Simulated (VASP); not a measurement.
Wanted: the native input for a VASP 6.6.1 run.

```yaml
Task: relaxation of cell and atoms
Functional: PBEsol
Potentials_or_basis: VASP PAW PBE potentials, release 64 (In_d)
Cutoff: 600 eV
k_mesh: 10 × 10 × 10
Occupations: fermi-dirac, width 0.05 eV
Spin: no spin polarisation
Target_pressure: 20 GPa
Dipole_correction: no
Further_INCAR_settings: ALGO = Normal; EDIFF = 1e-06; IBRION = 2; EDIFFG = -0.01; NSW = 60; ISIF = 3
```

The structure of In lies in POSCAR:

```
In
1.0
   -1.8825252400      1.8825252400      1.8825252400
    1.8825252400     -1.8825252400      1.8825252400
    1.8825252400      1.8825252400     -1.8825252400
In
1
Direct
    0.0000000000      0.0000000000      0.0000000000
```

The input as run:

INCAR

```
SYSTEM = In
  PREC = Accurate
  ENCUT = 600
  EDIFF = 1E-6
  ISMEAR = -1
  SIGMA = 0.05
  LREAL = .FALSE.
  LASPH = .TRUE.
  NELM = 80
  ALGO = Normal
  ISIF = 3
  LWAVE = .FALSE.
  LCHARG = .FALSE.
  GGA = PS
  IBRION = 2
  NSW = 60
  EDIFFG = -0.01
  PSTRESS = 200.0
```

KPOINTS

```
Automatic mesh
0
G
  10 10 10
  0 0 0
```

Potentials or basis: VASP PAW PBE potentials, release 64 (In_d).

Command:

```console
$ cat potpaw_PBE.64/In_d/POTCAR > POTCAR
$ mpirun -np 1 vasp_std > vasp.out
```

Results of the run:

```yaml
Relaxed_volume: 20.23 Å³/atom
Relaxed_cell: a = 2.973 Å, b = 2.973 Å, c = 2.973 Å, α = 109.47°, β = 109.47°, γ = 109.47°
Space_group_after_relaxing_to_0.05_Å: Im-3m (No. 229)
Energy_change_on_relaxing_the_enthalpy_is_what_falls: +265.7 meV/atom
Ionic_steps: 5
Pressure_after_relaxing: 20.0 GPa
```

Caveat: the cell is relaxed towards a set pressure, so the enthalpy falls and the energy may rise; the volume moved by over 15 % at a fixed basis, so the end points are rough; the PAW data sets were made with another functional, which shifts forces and pressure a little.

It took 43 s on 1 thread of Intel(R) Xeon(R) Platinum 8375C CPU @ 2.90GHz (Ice Lake), on a shared host, peak memory 0.17 GiB.
